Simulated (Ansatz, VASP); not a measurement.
## Al2O3: VASP beside Ansatz

INCAR

```
PREC = Accurate ; ENCUT = 520
EDIFF = 1E-6 ; ISMEAR = 0
SIGMA = 0.05 ; LREAL = F
LASPH = T ; NELM = 60
ALGO = Normal ; ISIF = 2
LWAVE = F ; LCHARG = T
GGA = PE ; IVDW = 12
LELF = T ; LVHAR = T
NBANDS = 20
```

KPOINTS

```
Automatic mesh
0
Gamma
  9 9 4
```

POSCAR

```
Al2O3
1.0
    2.8672039189      0.0000000000      0.0000000000
   -1.4336019595      2.4830714316      0.0000000000
    0.0000000000      0.0000000000      7.2962596973
Al O
2 3
Direct
    0.0000000000      0.0000000000      0.1907358529
    0.0000000000      0.0000000000      0.8092641471
    0.3333333333      0.6666666667      0.2977981479
    0.6666666667      0.3333333333      0.0000000000
    0.3333333333      0.6666666667      0.7022018521
```

Input for Ansatz:

```yaml
crystal:
  lattice:
    - [2.8672039189, 0.0, 0.0]
    - [-1.4336019595, 2.4830714316, 0.0]
    - [0.0, 0.0, 7.2962596973]
  atoms:
    - { symbol: Al, position: [0.0, 0.0, 0.1907358529] }
    - { symbol: Al, position: [0.0, 0.0, 0.8092641471] }
    - { symbol: O, position: [0.3333333333, 0.6666666667, 0.2977981479] }
    - { symbol: O, position: [0.6666666667, 0.3333333333, 0.0] }
    - { symbol: O, position: [0.3333333333, 0.6666666667, 0.7022018521] }
basis:
  ecutwfc: 520.0
kpoints:
  mp_grid: { grid: [9, 9, 4] }
hamiltonian:
  xc: pbe
  pseudopotentials: { kind: paw, azcp: { folder: soft_1 } }
  dispersion: d3bj
scf:
  occupations: { method: gaussian, width: 0.05 }
output:
  forces: true
  stress: true
  eigenvalues: true
```

Alike in both runs: task single point; functional PBE; dispersion D3(BJ); k mesh 9 × 9 × 4; occupations gaussian, width 0.05 eV; no spin polarisation.

```csv
,VASP,Ansatz
version,VASP 6.6.1,Ansatz 0.2.0
potentials or method,"VASP PAW PBE potentials, release 64 (Al, O), cutoff 520 eV","scalar-relativistic, plane waves, PAW"
valence electrons in the cell,24,24
```

VASP gave:

```
gap on the k mesh at the Fermi level (eV)                     : 4.03
least direct gap on the mesh (eV)                             : 4.09
pressure (GPa)                                                : -6.6
traceless stress, the component that is largest in VASP (GPa) : -1.84
rms of the force components (eV/Å)                            : 0.879
```

Problem. Estimate Ansatz's values.

Solution. gap on the k mesh at the Fermi level (eV): 4.06; least direct gap on the mesh (eV): 4.13; pressure (GPa): -6.7; traceless stress, the component that is largest in VASP (GPa): -1.56; rms of the force components (eV/Å): 0.866.

Atom by atom the forces differ by 0.013 eV/Å (rms over components).
